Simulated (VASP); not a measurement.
A run of VASP 6.6.1:

File INCAR:

```
PREC = Accurate
ENCUT = 520
EDIFF = 1E-8
ISMEAR = 0
SIGMA = 0.01
LREAL = False
LASPH = True
NELM = 100
ALGO = Normal
ISIF = 2
LWAVE = False
LCHARG = False
LEFG = True
NBANDS = 18
```

File KPOINTS:

```
regular mesh
0
Gamma
  8 8 8
```

The input POSCAR:

```
SrTeO
1.0
   -2.3136404975      2.3136404975      4.5515286091
    2.3136404975     -2.3136404975      4.5515286091
    2.3136404975      2.3136404975     -4.5515286091
Sr Te O
1 1 1
Direct
   -0.1053710431     -0.1053710431      0.0000000000
    0.4458130319      0.4458130319      0.0000000000
    0.6595580113      0.6595580113      0.0000000000
```

Potentials or basis: VASP PAW LDA potentials, release 64 (Sr_sv, Te, O).

The run is started by

```bash
$ cat potpaw_LDA.64/Sr_sv/POTCAR potpaw_LDA.64/Te/POTCAR potpaw_LDA.64/O/POTCAR > POTCAR
$ mpirun -np 1 vasp_std > vasp.out
```

Hardware: 1 thread of Intel(R) Xeon(R) Platinum 8259CL CPU @ 2.50GHz (Skylake/Cascade Lake) (shared host).

Question: Estimate the wall time of this run.

Answer: Run time: 2.5 min on 1 thread of Intel(R) Xeon(R) Platinum 8259CL CPU @ 2.50GHz (Skylake/Cascade Lake), on a shared host, peak memory 0.29 GiB. Counts: scf iterations 17, k points 59.
